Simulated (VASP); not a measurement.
# SrO (R-3m) in VASP: notebook

Runs on SrO. Level: LDA. Tasks: single point.

Everything below comes from runs of VASP 6.6.1. Logs are shortened: lines on timing, memory, paths and dates and some standing lists are left out, and cuts for length are marked.

### Step 1. The cell of the first run

Symmetry: R-3m, No. 166, trigonal system. Conventional cell: a = 3.590 Å, b = 3.590 Å, c = 8.728 Å, α = 90.00°, β = 90.00°, γ = 120.00°. Within 3.3 Å of Sr (site symmetry -3m) lie 6 O at 2.53 Å. Within 3.3 Å of O (site symmetry -3m) lie 6 Sr at 2.53 Å.

### Step 2. Single point, LDA (equal xy, yz and zx engineering shears of -0.5 %)

The input, INCAR:

```
SYSTEM = SrO
PREC = Accurate
ENCUT = 520
EDIFF = 1E-7
ISMEAR = 0
SIGMA = 0.01
LREAL = .False.
LASPH = .True.
NELM = 80
ALGO = Normal
ISIF = 2
LWAVE = .False.
LCHARG = .False.
NBANDS = 15
```

The input, KPOINTS:

```
regular mesh
0
Gamma
  8 8 8
  0 0 0
```

The input, POSCAR:

```
SrO
1.0
   -0.0126609878      2.5258670768      2.5258670768
    2.5258670768     -0.0126609878      2.5258670768
    2.5258670768      2.5258670768     -0.0126609878
Sr O
1 1
Direct
    0.5000000000      0.5000000000      0.5000000000
    0.0000000000      0.0000000000      0.0000000000
```

Potentials or basis: VASP PAW LDA potentials, release 64 (Sr_sv, O).

Started as:

```sh
$ cat potpaw_LDA.64/Sr_sv/POTCAR potpaw_LDA.64/O/POTCAR > POTCAR
$ mpirun -np 1 vasp_std > vasp.out
```

OUTCAR:

```text
SYSTEM = SrO
   PREC = Accurate
   ENCUT = 520
   EDIFF = 1E-7
   ISMEAR = 0
   LREAL = .False.
   LASPH = .True.
   NELM = 80
   ISIF = 2

 ion  position               nearest neighbor table
   1  0.500  0.500  0.500-   2 2.53   2 2.53   2 2.53   2 2.53   2 2.53   2 2.53
   2  0.000  0.000  0.000-   1 2.53   1 2.53   1 2.53   1 2.53   1 2.53   1 2.53

  LATTYP: Found a trigonal (rhomboedric) cell.
 ALAT       =     3.5721379145
 COS(alpha) =     0.4949812504

  Lattice vectors:

 A1 = (  -0.0126609878,   2.5258670768,   2.5258670768)
 A2 = (   2.5258670768,  -0.0126609878,   2.5258670768)
 A3 = (   2.5258670768,   2.5258670768,  -0.0126609878)

Analysis of symmetry for initial positions (statically):
=====================================================================
 Subroutine PRICEL returns:
 Original cell was already a primitive cell.

 Routine SETGRP: Setting up the symmetry group for a
 trigonal (rhombohedral) supercell.

 Subroutine GETGRP returns: Found 12 space group operations
 (whereof 12 operations were pure point group operations)
 out of a pool of 12 trial point group operations.

The static configuration has the point symmetry D_3d.

Analysis of symmetry for dynamics (positions and initial velocities):
=====================================================================
 Subroutine PRICEL returns:
 Original cell was already a primitive cell.

 Routine SETGRP: Setting up the symmetry group for a
 trigonal (rhombohedral) supercell.

 Subroutine GETGRP returns: Found 12 space group operations
 (whereof 12 operations were pure point group operations)
 out of a pool of 12 trial point group operations.

The dynamic configuration has the point symmetry D_3d.

 Subroutine INISYM returns: Found 12 space group operations
 (whereof 12 operations are pure point group operations),
 and found     1 'primitive' translations

----------------------------------------------------------------------------------------

                                     Primitive cell

  volume of cell :      32.4724

  direct lattice vectors                    reciprocal lattice vectors
    -0.012660988  2.525867077  2.525867077    -0.196469649  0.197459421  0.197459421
     2.525867077 -0.012660988  2.525867077     0.197459421 -0.196469649  0.197459421
     2.525867077  2.525867077 -0.012660988     0.197459421  0.197459421 -0.196469649

  length of vectors
     3.572137914  3.572137914  3.572137914     0.341439261  0.341439261  0.341439261

  position of ions in fractional coordinates (direct lattice)
     0.500000000  0.500000000  0.500000000
     0.000000000  0.000000000  0.000000000

  ion indices of the primitive-cell ions
   primitive index   ion index
                 1           1
                 2           2

----------------------------------------------------------------------------------------

 KPOINTS: regular mesh

Automatic generation of k-mesh.
 Grid dimensions read from file:
 generate k-points for:    8    8    8

 Generating k-lattice:

  Cartesian coordinates                     Fractional coordinates (reciprocal lattice)
    -0.024558706  0.024682428  0.024682428     0.125000000  0.000000000 -0.000000000
     0.024682428 -0.024558706  0.024682428     0.000000000  0.125000000 -0.000000000
     0.024682428  0.024682428 -0.024558706     0.000000000  0.000000000  0.125000000

  Length of vectors
     0.042679908  0.042679908  0.042679908

  Shift w.r.t. Gamma in fractional coordinates (k-lattice)
     0.000000000  0.000000000  0.000000000

 Subroutine IBZKPT returns following result:
 ===========================================

 Found     65 irreducible k-points:

 Following reciprocal coordinates:
            Coordinates               Weight
  0.000000  0.000000  0.000000      1.000000
  0.125000  0.000000 -0.000000      6.000000
  0.250000  0.000000 -0.000000      6.000000
  0.375000  0.000000  0.000000      6.000000
  0.500000  0.000000 -0.000000      3.000000
  0.125000  0.125000 -0.000000      6.000000
[... 16 lines left out ...]
  0.250000  0.125000  0.125000      6.000000
  0.375000  0.125000  0.125000      6.000000
 [... further k-points ...]
   k-points           NKPTS =     65   k-points in BZ     NKDIM =     65   number of bands    NBANDS=     15
   number of dos      NEDOS =    301   number of ions     NIONS =      2
   total plane-waves  NPLWV =  21952
   dimension x,y,z NGX =    28 NGY =   28 NGZ =   28
   dimension x,y,z NGXF=    56 NGYF=   56 NGZF=   56
   ions per type =               1   1
   NGX,Y,Z   is equivalent  to a cutoff of  13.03, 13.03, 13.03 a.u.
   NGXF,Y,Z  is equivalent  to a cutoff of  26.06, 26.06, 26.06 a.u.
 SYSTEM =  SrO
   PREC   = accura    normal or accurate (medium, high low for compatibility)
   ISTART =      0    job   : 0-new  1-cont  2-samecut
   ICHARG =      2    charge: 1-file 2-atom 10-const
   ISPIN  =      1    spin polarized calculation?
   LNONCOLLINEAR =      F non collinear calculations
   LSORBIT =      F    spin-orbit coupling
   LASPH  =      T    aspherical Exc in radial PAW
   ENCUT  =  520.0 eV  38.22 Ry    6.18 a.u.   6.64  6.64  6.64*2*pi/ulx,y,z
   NELM   =     80;   NELMIN=  2; NELMDL= -5     # of ELM steps
   EDIFF  = 0.1E-06   stopping-criterion for ELM
   LREAL  =      F    real-space projection
   EDIFFG = 0.1E-05   stopping-criterion for IOM
   NSW    =      0    number of steps for IOM
   IBRION =     -1    ionic relax: 0-MD 1-quasi-New 2-CG
   NFREE  =      0    steps in history (QN), initial steepest desc. (CG)
   ISIF   =      2    stress and relaxation
   ISYM   =      2    0-nonsym 1-usesym 2-fastsym
   POTIM  = 0.5000    time-step for ionic-motion
   TEBEG  =    0.0;   TEEND  =   0.0 temperature during run
   PSTRESS=    0.0 pullay stress
   NELECT =      16.0000    total number of electrons
   NUPDOWN=      -1.0000    fix difference up-down
   EMIN   =  10.00;   EMAX   =-10.00  energy-range for DOS
   EFERMI =   0.00;   METHOD = LEGACY
   ISMEAR =     0;   SIGMA  =   0.01  broadening in eV -4-tet -1-fermi 0-gaus
   EFERMI_NEDOS =   21; number of points for ismear=-14 and -15
   IALGO  =     38    algorithm
   IMIX   =      4    mixing-type and parameters
     AMIX     =   0.40;   BMIX     =  1.00
     AMIX_MAG =   1.60;   BMIX_MAG =  1.00
  volume/ion in A,a.u.               =      16.24       109.57
  Fermi-wavevector in a.u.,A,eV,Ry     =   1.293034  2.443480 22.748084  1.671937
  Thomas-Fermi vector in A             =   2.424705
   LORBIT       =      0    0 simple, 1 ext, 2 COOP (PROOUT), +10 PAW based schemes
   GGA     = CA    functional components
   LHFCALC =     F    Hartree Fock is set to
   AEXX    =    0.0000 exact exchange contribution
   IVDW    =     0    specifies the selected vdW correction
   LEPSILON=     F    determine dielectric tensor
   LRPA    =     F    only Hartree local field effects (RPA)
 non-spin polarized calculation
 Gauss-broadening in eV      SIGMA  =   0.01
  energy-cutoff  :      520.00
  volume of cell :       32.47
 maximum number of plane-waves:       893
   NGX = 13   NGY = 13   NGZ = 13

 number of electron      15.9999996 magnetization

 Free energy of the ion-electron system (eV)
  ---------------------------------------------------
  ext. energy  EPLUGINS =         0.00000000
  ---------------------------------------------------
  free energy    TOTEN  =       -13.38632404 eV

  energy without entropy =      -13.38632404  energy(sigma->0) =      -13.38632404

 E-fermi :   1.6277     XC(G=0): -10.7435

 val. band max:        1.5821573710   @ k =   0.0000   0.0000   0.0000
 cond. band min:       4.6314541961   @ k =   0.5000   0.5000  -0.0000
 fundamental gap:      3.0492968251
 Fermi energy:         1.6277007378

 k-point     1 :       0.0000    0.0000    0.0000
  band No.  band energies     occupation
      1     -30.3651      2.00000
      2     -13.2469      2.00000
      3     -12.0400      2.00000
      4     -12.0400      2.00000
      5     -12.0329      2.00000
      6       1.5667      2.00000
      7       1.5667      2.00000
      8       1.5822      2.00000
      9       5.7028      0.00000
     10       7.7350      0.00000
     11       7.7350      0.00000
     12       7.8375      0.00000
     13      10.1012      0.00000
     14      10.1012      0.00000
     15      14.2201      0.00000

 k-point     2 :       0.1250    0.0000   -0.0000
  band No.  band energies     occupation
      1     -30.3399      2.00000
      2     -13.6604      2.00000
      3     -12.0532      2.00000
      4     -12.0483      2.00000
      5     -11.6839      2.00000
      6       1.0839      2.00000
      7       1.3460      2.00000
      8       1.3638      2.00000
      9       6.4260      0.00000
     10       7.5922      0.00000
     11       8.0590      0.00000
     12       8.1532      0.00000
     13      10.5466      0.00000
     14      10.5473      0.00000
     15      15.2820      0.00000

 k-point     3 :       0.2500    0.0000   -0.0000
  band No.  band energies     occupation
      1     -30.2781      2.00000
      2     -14.3076      2.00000
      3     -12.0846      2.00000
      4     -12.0831      2.00000
      5     -11.1773      2.00000
      6       0.1988      2.00000
      7       0.8737      2.00000
      8       0.8998      2.00000
      9       7.5619      0.00000
     10       7.9922      0.00000
     11       8.9414      0.00000
     12       9.0419      0.00000
     13      11.6546      0.00000
     14      11.6551      0.00000
     15      17.4667      0.00000
[... 343 lines left out ...]
 k-point    23 :       0.2500    0.1250    0.1250
  band No.  band energies     occupation
      1     -30.3014      2.00000
      2     -14.0254      2.00000
      3     -12.1773      2.00000
      4     -12.0405      2.00000
      5     -11.3642      2.00000
      6       0.4788      2.00000
      7       0.9300      2.00000
      8       1.4060      2.00000
      9       7.2287      0.00000
     10       7.3237      0.00000
     11       8.3202      0.00000
     12       9.1091      0.00000
     13      10.9381      0.00000
     14      11.4416      0.00000
     15      16.7650      0.00000

 k-point    24 :       0.3750    0.1250    0.1250
  band No.  band energies     occupation
      1     -30.2395      2.00000
      2     -14.4807      2.00000
      3     -12.2825      2.00000
      4     -12.0727      2.00000
      5     -11.0485      2.00000
      6      -0.1330      2.00000
      7       0.5391      2.00000
      8       1.0979      2.00000
      9       7.4371      0.00000
     10       8.4657      0.00000
     11       9.1535      0.00000
     12      10.1889      0.00000
     13      12.1743      0.00000
     14      12.5543      0.00000
     15      18.1352      0.00000

 [... further k-points ...]
[... 5 lines left out ...]
  --------------------------------------------------------------------------------------
  -------------------------------------------------------------------------------------
  Total        0.1692908      0.1692908      0.1692908      0.0556318      0.0556318      0.0556318
  in kB        8.3527478      8.3527478      8.3527478      2.7448510      2.7448510      2.7448510
  external PRESSURE =       8.3527478 kB  Pullay stress =       0.0000000 kB

 VOLUME and BASIS-vectors are now :
 -----------------------------------------------------------------------------
  energy-cutoff  :      520.00
  volume of cell :       32.47
      direct lattice vectors                 reciprocal lattice vectors
    -0.012660988  2.525867077  2.525867077    -0.196469649  0.197459421  0.197459421
     2.525867077 -0.012660988  2.525867077     0.197459421 -0.196469649  0.197459421
     2.525867077  2.525867077 -0.012660988     0.197459421  0.197459421 -0.196469649

 POSITION                                       TOTAL-FORCE (eV/Angst)
 -----------------------------------------------------------------------------------
      2.51954      2.51954      2.51954        -0.000000     -0.000000      0.000000
      0.00000      0.00000      0.00000         0.000000      0.000000     -0.000000
 -----------------------------------------------------------------------------------
    total drift:                                0.000000      0.000000      0.000000

  FREE ENERGIE OF THE ION-ELECTRON SYSTEM (eV)
  ---------------------------------------------------
  free  energy   TOTEN  =       -13.3863240380 eV

  energy  without entropy=      -13.3863240380  energy(sigma->0) =      -13.38632404
```

Run time: 15 s. Hardware: 1 thread of AMD EPYC 9R45 (Zen 5), shared host; peak memory 0.13 GiB.

Results:

```yaml
Free_energy: -13.3863 eV
Pressure: 0.8 GPa
Band_gap_on_the_k_mesh: 3.05 eV, indirect (least direct gap 3.10 eV)
```

Stress tensor (GPa, compression positive):
```
0.84 0.27 0.27
0.27 0.84 0.27
0.27 0.27 0.84
```

Levels at points of the mesh, in eV from the valence-band top:
| k point | band 5 | band 6 | band 7 | band 8 | band 9 | band 10 | band 11 | band 12 |
| --- | --- | --- | --- | --- | --- | --- | --- | --- |
| (0.00, 0.00, 0.00) | -13.62 | -0.02 | -0.02 | 0.00 | 4.12 | 6.15 | 6.15 | 6.26 |
| (0.50, 0.00, 0.00) | -12.30 | -2.35 | -1.27 | -1.24 | 6.62 | 8.62 | 8.99 | 9.10 |
| (0.50, 0.50, 0.00) | -14.06 | -0.35 | -0.07 | -0.05 | 3.05 | 8.10 | 10.48 | 10.57 |
| (0.50, 0.50, 0.50) | -12.32 | -2.35 | -1.29 | -1.29 | 6.65 | 8.63 | 9.09 | 9.09 |

Caveat: the cell differs from its parent crystal (equal xy, yz and zx engineering shears of -0.5 %). A k mesh can miss the band edges.

### Step 3. Single point, LDA (equal xy, yz and zx engineering shears of +0.5 %)

The input, INCAR:

```
SYSTEM = SrO
PREC = Accurate
ENCUT = 520
EDIFF = 1E-6
ISMEAR = 0
SIGMA = 0.01
LREAL = .FALSE.
LASPH = .TRUE.
NELM = 60
ALGO = Normal
ISIF = 2
LWAVE = .FALSE.
LCHARG = .FALSE.
NBANDS = 15
```

The input, KPOINTS:

```
Automatic mesh
0
G
  8 8 8
  0 0 0
```

The input, POSCAR:

```
SrO
1.0
    0.0126609878      2.5385280646      2.5385280646
    2.5385280646      0.0126609878      2.5385280646
    2.5385280646      2.5385280646      0.0126609878
Sr O
1 1
Direct
    0.5000000000      0.5000000000      0.5000000000
    0.0000000000      0.0000000000      0.0000000000
```

Potentials or basis: VASP PAW LDA potentials, release 64 (Sr_sv, O).

Started as:

```sh
$ cat potpaw_LDA.64/Sr_sv/POTCAR potpaw_LDA.64/O/POTCAR > POTCAR
$ mpirun -np 1 vasp_std > vasp.out
```

OUTCAR:

```text
SYSTEM = SrO
   PREC = Accurate
   ENCUT = 520
   EDIFF = 1E-6
   ISMEAR = 0
   LREAL = .FALSE.
   LASPH = .TRUE.
   NELM = 60
   ISIF = 2

 ion  position               nearest neighbor table
   1  0.500  0.500  0.500-   2 2.53   2 2.53   2 2.53   2 2.53   2 2.53   2 2.53
   2  0.000  0.000  0.000-   1 2.53   1 2.53   1 2.53   1 2.53   1 2.53   1 2.53

  LATTYP: Found a trigonal (rhomboedric) cell.
 ALAT       =     3.5900431432
 COS(alpha) =     0.5049812503

  Lattice vectors:

 A1 = (   0.0126609878,   2.5385280646,   2.5385280646)
 A2 = (   2.5385280646,   0.0126609878,   2.5385280646)
 A3 = (   2.5385280646,   2.5385280646,   0.0126609878)

[... 609 lines left out ...]
     13      12.1803      0.00000
     14      12.5607      0.00000
     15      18.0703      0.00000

 [... further k-points ...]
[... 5 lines left out ...]
  --------------------------------------------------------------------------------------
  -------------------------------------------------------------------------------------
  Total        0.1696071      0.1696071      0.1696071     -0.0571803     -0.0571803     -0.0571803
  in kB        8.3683538      8.3683538      8.3683538     -2.8212566     -2.8212566     -2.8212566
  external PRESSURE =       8.3683538 kB  Pullay stress =       0.0000000 kB

 VOLUME and BASIS-vectors are now :
 -----------------------------------------------------------------------------
  energy-cutoff  :      520.00
  volume of cell :       32.47
      direct lattice vectors                 reciprocal lattice vectors
     0.012660988  2.538528065  2.538528065    -0.198444243  0.197459408  0.197459408
     2.538528065  0.012660988  2.538528065     0.197459408 -0.198444243  0.197459408
     2.538528065  2.538528065  0.012660988     0.197459408  0.197459408 -0.198444243

 POSITION                                       TOTAL-FORCE (eV/Angst)
 -----------------------------------------------------------------------------------
      2.54486      2.54486      2.54486         0.000000     -0.000000     -0.000000
      0.00000      0.00000      0.00000        -0.000000      0.000000      0.000000
 -----------------------------------------------------------------------------------
    total drift:                                0.000000      0.000000      0.000000

  FREE ENERGIE OF THE ION-ELECTRON SYSTEM (eV)
  ---------------------------------------------------
  free  energy   TOTEN  =       -13.3863226772 eV

  energy  without entropy=      -13.3863226772  energy(sigma->0) =      -13.38632268
```

OSZICAR:

```text
N       E                     dE             d eps       ncg     rms          rms(c)
DAV:   1     0.629726655070E+02    0.62973E+02   -0.78192E+03  1958   0.101E+03
DAV:   2    -0.122099303350E+02   -0.75183E+02   -0.68557E+02  2713   0.222E+02
DAV:   3    -0.155079810700E+02   -0.32981E+01   -0.32810E+01  2855   0.400E+01
DAV:   4    -0.155840121253E+02   -0.76031E-01   -0.76023E-01  2434   0.461E+00
DAV:   5    -0.155843800808E+02   -0.36796E-03   -0.36795E-03  2432   0.297E-01    0.188E+01
DAV:   6    -0.136046695809E+02    0.19797E+01   -0.62369E+00  1978   0.197E+01    0.227E+01
DAV:   7    -0.134350843669E+02    0.16959E+00   -0.31336E-01  2412   0.500E+00    0.126E+01
DAV:   8    -0.133854493158E+02    0.49635E-01   -0.13091E-01  2594   0.326E+00    0.145E+00
DAV:   9    -0.133863907668E+02   -0.94145E-03   -0.56315E-03  3076   0.441E-01    0.331E-01
DAV:  10    -0.133863057707E+02    0.84996E-04   -0.16865E-04  2265   0.132E-01    0.182E-01
DAV:  11    -0.133863213200E+02   -0.15549E-04   -0.71058E-05  2286   0.823E-02    0.197E-02
DAV:  12    -0.133863226584E+02   -0.13384E-05   -0.47730E-06  2307   0.176E-02    0.471E-03
DAV:  13    -0.133863226772E+02   -0.18890E-07   -0.19409E-07  1115   0.438E-03
   1 F= -.13386323E+02 E0= -.13386323E+02  d E =-.170005E-15
```

stdout:

```text
POSCAR found type information on POSCAR SrO
 POSCAR found :  2 types and       2 ions
 scaLAPACK will be used
 LDA part: xc-table for (Slater(with rela. corr.)+CA(PZ))
 , standard interpolation
 POSCAR, INCAR and KPOINTS ok, starting setup
 FFT: planning ... GRIDC
 FFT: planning ... GRID_SOFT
 FFT: planning ... GRID
 WAVECAR not read
 entering main loop
```

Wall time 15 s (1 thread of AMD EPYC 9R45 (Zen 5), shared host); peak memory 0.13 GiB.

Results:

```
Free energy            : -13.3863 eV
Pressure               : 0.8 GPa
Band gap on the k mesh : 3.05 eV, indirect (least direct gap 3.10 eV)
```

Levels at points of the mesh, in eV from the valence-band top:
```tsv
k point	band 5	band 6	band 7	band 8	band 9	band 10	band 11	band 12
(0.00, 0.00, 0.00)	-13.61	-0.02	0.00	0.00	4.13	6.13	6.22	6.22
(0.50, 0.00, 0.00)	-12.30	-2.34	-1.29	-1.25	6.64	8.63	9.02	9.12
(0.50, 0.50, 0.00)	-14.05	-0.34	-0.06	-0.05	3.05	8.11	10.48	10.58
(0.50, 0.50, 0.50)	-12.28	-2.34	-1.24	-1.24	6.62	8.62	9.02	9.02
```

Caveat: the cell differs from its parent crystal (equal xy, yz and zx engineering shears of +0.5 %). A k mesh can miss the band edges.
